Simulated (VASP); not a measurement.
# Sc (C2/m) in VASP: a series of runs, part 2 of 2

VASP 6.6.1. Earlier steps stand in the parts before.

### 4 Single point, PBE (strain -0.0200 x Voigt [0, 0, 0, 0, 1, 0])

Input file INCAR:

```
  ALGO = Normal
  EDIFF = 1E-6
  ENCUT = 520
  GGA = PE
  ISIF = 2
  ISMEAR = 0
  LASPH = True
  LCHARG = False
  LREAL = False
  LWAVE = False
  NBANDS = 12
  NELM = 100
  PREC = Accurate
  SIGMA = 0.15
```

Input file KPOINTS:

```
k-points
0
Gamma
  18 18 18
```

Input file POSCAR:

```
Sc
1.0
   -1.9343815159      1.9172054859      1.7367750549
    1.9000294559     -1.9172054859      1.6984309451
    1.9343815159      1.9172054859     -1.7367750549
Sc
1
Direct
    0.0000000000      0.0000000000      0.0000000000
```

Potentials or basis: VASP PAW PBE potentials, release 64 (Sc_sv).

Started as:

```sh
$ cat potpaw_PBE.64/Sc_sv/POTCAR > POTCAR
$ mpirun -np 1 vasp_std > vasp.out
```

OUTCAR:

```text
EDIFF = 1E-6
   ENCUT = 520
   GGA = PE
   ISIF = 2
   ISMEAR = 0
   LASPH = True
   LREAL = False
   NELM = 100
   PREC = Accurate

 ion  position               nearest neighbor table
   1  0.000  0.000  0.000-

  LATTYP: Found a base centered monoclinic cell.
 ALAT       =     5.0969714963
 B/A-ratio  =     0.7522920178
 C/A-ratio  =     0.6740037213
 COS(beta)  =    -0.6589586332

  Lattice vectors:

 A1 = (  -1.9000294559,   1.9172054859,  -1.6984309451)
 A2 = (  -1.9000294559,  -1.9172054859,  -1.6984309451)
[... 541 lines left out ...]
 [... further k-points ...]

------------------------ aborting loop because EDIFF is reached ----------------------------------------

  FORCE on cell =-STRESS in cart. coord.  units (eV):
  Direction    XX          YY          ZZ          XY          YZ          ZX
  --------------------------------------------------------------------------------------
  -------------------------------------------------------------------------------------
  Total       -0.1765241     -0.1737390      0.0044722      0.0000000      0.0000000      0.0890826
  in kB      -11.2005123    -11.0237982      0.2837613      0.0000000      0.0000000      5.6523224
  external PRESSURE =      -7.3135164 kB  Pullay stress =       0.0000000 kB

 VOLUME and BASIS-vectors are now :
 -----------------------------------------------------------------------------
  energy-cutoff  :      520.00
  volume of cell :       25.25
      direct lattice vectors                 reciprocal lattice vectors
    -1.934381516  1.917205486  1.736775055     0.002911325  0.260796249  0.291132471
     1.900029456 -1.917205486  1.698430945     0.263733656  0.000000000  0.293740694
     1.934381516  1.917205486 -1.736775055     0.260822332  0.260796249  0.002608223

 POSITION                                       TOTAL-FORCE (eV/Angst)
 -----------------------------------------------------------------------------------
      0.00000      0.00000      0.00000         0.000000      0.000000      0.000000
 -----------------------------------------------------------------------------------
    total drift:                                0.000000      0.000000     -0.000000

  FREE ENERGIE OF THE ION-ELECTRON SYSTEM (eV)
  ---------------------------------------------------
  free  energy   TOTEN  =        -6.1533389876 eV

  energy  without entropy=       -6.1241028245  energy(sigma->0) =       -6.13872091
```

OSZICAR:

```text
N       E                     dE             d eps       ncg     rms          rms(c)
DAV:   1     0.742851351277E+02    0.74285E+02   -0.50877E+03 37240   0.890E+02
DAV:   2    -0.544712741590E+01   -0.79732E+02   -0.78209E+02 37240   0.285E+02
DAV:   3    -0.689520325960E+01   -0.14481E+01   -0.14209E+01 49204   0.502E+01
DAV:   4    -0.691978521177E+01   -0.24582E-01   -0.24553E-01 46488   0.528E+00
DAV:   5    -0.692018454091E+01   -0.39933E-03   -0.39932E-03 48956   0.637E-01    0.525E+00
DAV:   6    -0.624252406284E+01    0.67766E+00   -0.10320E+00 56720   0.143E+01    0.154E+00
DAV:   7    -0.615944932817E+01    0.83075E-01   -0.19764E-01 58856   0.588E+00    0.643E-01
DAV:   8    -0.615455451274E+01    0.48948E-02   -0.20317E-02 44984   0.213E+00    0.215E-01
DAV:   9    -0.615334496298E+01    0.12095E-02   -0.39800E-03 54388   0.898E-01    0.287E-02
DAV:  10    -0.615334004376E+01    0.49192E-05   -0.81431E-05 57052   0.112E-01    0.753E-03
DAV:  11    -0.615333864938E+01    0.13944E-05   -0.33746E-06 58124   0.263E-02    0.130E-03
DAV:  12    -0.615333898762E+01   -0.33824E-06   -0.75055E-08 19676   0.385E-03
   1 F= -.61533390E+01 E0= -.61387209E+01  d E =-.292362E-01
```

stdout:

```text
POSCAR found type information on POSCAR Sc
 POSCAR found :  1 types and       1 ions
 scaLAPACK will be used
 LDA part: xc-table for (Slater+PW92), standard interpolation
 POSCAR, INCAR and KPOINTS ok, starting setup
 FFT: planning ... GRIDC
 FFT: planning ... GRID_SOFT
 FFT: planning ... GRID
 WAVECAR not read
 entering main loop
```

It took 1.8 min on 1 thread of Intel Xeon 6975P-C (Granite Rapids), shared host; peak memory 0.52 GiB.

What came out:

```
Free energy            : -6.1533 eV
Pressure               : -0.7 GPa
Band gap on the k mesh : zero (an odd number of electrons rules out a gap without spin polarisation)
```

Caveat: the cell differs from its parent crystal (strain -0.0200 x Voigt [0, 0, 0, 0, 1, 0]).

### 5 Single point, PBE (strain -0.0100 x Voigt [0, 0, 0, 0, 1, 0])

Input file INCAR:

```
SYSTEM = Sc
PREC     = Accurate       ! precision mode
ENCUT    = 520            ! plane-wave cutoff, eV
EDIFF    = 1E-6           ! SCF threshold, eV
ISMEAR   = 0              ! smearing method
SIGMA    = 0.15           ! smearing width, eV
LREAL    = .False.        ! projectors in reciprocal space
LASPH    = .True.         ! aspherical terms in the spheres
NELM     = 100            ! most SCF steps
ALGO     = Fast           ! electronic algorithm
ISIF     = 2              ! what is computed and relaxed
LWAVE    = .False.        ! write WAVECAR
LCHARG   = .False.        ! write CHGCAR
GGA      = PE             ! functional
NBANDS   = 12             ! bands
```

Input file KPOINTS:

```
Automatic mesh
0
Gamma
  18 18 18
  0 0 0
```

Input file POSCAR:

```
Sc
1.0
   -1.9257935009      1.9172054859      1.7271890274
    1.9086174709     -1.9172054859      1.7080169726
    1.9257935009      1.9172054859     -1.7271890274
Sc
1
Direct
    0.0000000000      0.0000000000      0.0000000000
```

Started as:

```sh
$ cat potpaw_PBE.64/Sc_sv/POTCAR > POTCAR
$ mpirun -np 1 vasp_std > vasp.out
```

It took 5 min on 1 thread of Intel Xeon 8259CL, shared host; peak memory 0.52 GiB.

It converged, with:

- Free energy: -6.1540 eV
- Pressure: -0.8 GPa
- Band gap on the k mesh: zero (an odd number of electrons rules out a gap without spin polarisation)

Stress tensor (GPa, compression positive):
```
-1.16  0.00  0.28
 0.00 -1.15  0.00
 0.28  0.00 -0.01
```

Levels at points of the mesh, in eV from the Fermi level:
| k point | band 2 | band 3 | band 4 | band 5 | band 6 | band 7 | band 8 | band 9 |
| --- | --- | --- | --- | --- | --- | --- | --- | --- |
| (0.00, 0.00, 0.00) | -28.06 | -28.06 | -28.03 | -5.18 | 1.02 | 1.71 | 1.71 | 2.35 |
| (0.50, 0.00, 0.00) | -28.41 | -28.18 | -28.07 | -1.69 | 0.07 | 0.63 | 2.74 | 3.45 |
| (0.00, 0.50, 0.00) | -28.42 | -28.19 | -28.07 | -1.68 | 0.08 | 0.69 | 2.71 | 3.44 |
| (0.50, 0.50, 0.00) | -28.43 | -28.13 | -28.05 | -1.83 | 0.06 | 0.86 | 2.25 | 2.87 |
| (0.50, 0.00, 0.50) | -28.41 | -28.18 | -28.07 | -1.70 | 0.06 | 0.58 | 2.77 | 3.47 |
| (0.50, 0.50, 0.50) | -28.34 | -28.34 | -28.23 | -1.27 | -1.05 | 3.73 | 3.73 | 3.87 |

Caveat: the cell differs from its parent crystal (strain -0.0100 x Voigt [0, 0, 0, 0, 1, 0]).

### 6 Single point, PBE (strain +0.0050 x Voigt [0, 0, 0, 0, 1, 0])

Input file INCAR:

```
  ALGO = Fast
  EDIFF = 1E-6
  ENCUT = 520
  GGA = PE
  ISIF = 2
  ISMEAR = 0
  LASPH = True
  LCHARG = False
  LREAL = False
  LWAVE = False
  NBANDS = 12
  NELM = 60
  PREC = Accurate
  SIGMA = 0.15
```

Input file KPOINTS:

```
k-points
0
Gamma
  18 18 18
```

Input file POSCAR:

```
Sc
1.0
   -1.9129114784      1.9172054859      1.7128099863
    1.9214994934     -1.9172054859      1.7223960137
    1.9129114784      1.9172054859     -1.7128099863
Sc
1
Direct
    0.0000000000      0.0000000000      0.0000000000
```

Potentials or basis: VASP PAW PBE potentials, release 64 (Sc_sv).

Started as:

```sh
$ cat potpaw_PBE.64/Sc_sv/POTCAR > POTCAR
$ mpirun -np 1 vasp_std > vasp.out
```

Run time: 4.3 min. Hardware: 1 thread of Intel Xeon 8259CL, shared host; peak memory 0.52 GiB.

Results (log left out):

```
Free energy            : -6.1542 eV
Pressure               : -0.8 GPa
Band gap on the k mesh : zero (an odd number of electrons rules out a gap without spin polarisation)
```

Stress tensor (GPa, compression positive):
```
-1.16  0.00 -0.14
 0.00 -1.15  0.00
-0.14  0.00 -0.01
```

Levels at points of the mesh, in eV from the Fermi level:
| k point | band 3 | band 4 | band 5 | band 6 | band 7 | band 8 |
| --- | --- | --- | --- | --- | --- | --- |
| (0.00, 0.00, 0.00) | -28.06 | -28.03 | -5.18 | 1.02 | 1.71 | 1.71 |
| (0.50, 0.00, 0.00) | -28.18 | -28.07 | -1.69 | 0.07 | 0.63 | 2.74 |
| (0.00, 0.50, 0.00) | -28.18 | -28.07 | -1.69 | 0.06 | 0.60 | 2.76 |
| (0.50, 0.50, 0.00) | -28.13 | -28.05 | -1.83 | 0.06 | 0.86 | 2.25 |
| (0.50, 0.00, 0.50) | -28.19 | -28.07 | -1.68 | 0.07 | 0.66 | 2.73 |
| (0.50, 0.50, 0.50) | -28.34 | -28.23 | -1.27 | -1.05 | 3.73 | 3.73 |

Caveat: the cell differs from its parent crystal (strain +0.0050 x Voigt [0, 0, 0, 0, 1, 0]).

### 7 Summary

```csv
cell,gap on the mesh (eV),pressure (GPa)
"a = 3.194, b = 3.225 Å, angles 106.6, 106.2, 115.3°, 1 atom",none,-0.7
"a = 3.192, b = 3.228 Å, angles 106.6, 106.2, 115.3°, 1 atom",none,-0.7
"a = 3.230, b = 3.189 Å, angles 106.6, 107.2, 115.3°, 1 atom",none,-0.7
"a = 3.220, b = 3.199 Å, angles 106.6, 106.9, 115.3°, 1 atom",none,-0.8
"a = 3.204, b = 3.215 Å, angles 106.6, 106.5, 115.3°, 1 atom",none,-0.8
```

Alike in all rows: task single point; level PBE; potentials or basis VASP PAW PBE potentials, release 64 (Sc_sv); no spin polarisation; k mesh 18 × 18 × 18; cutoff (eV) 520; smearing gaussian 0.15 eV.

Total energies depend on the potentials used, so only differences within one code and one set of settings carry meaning.
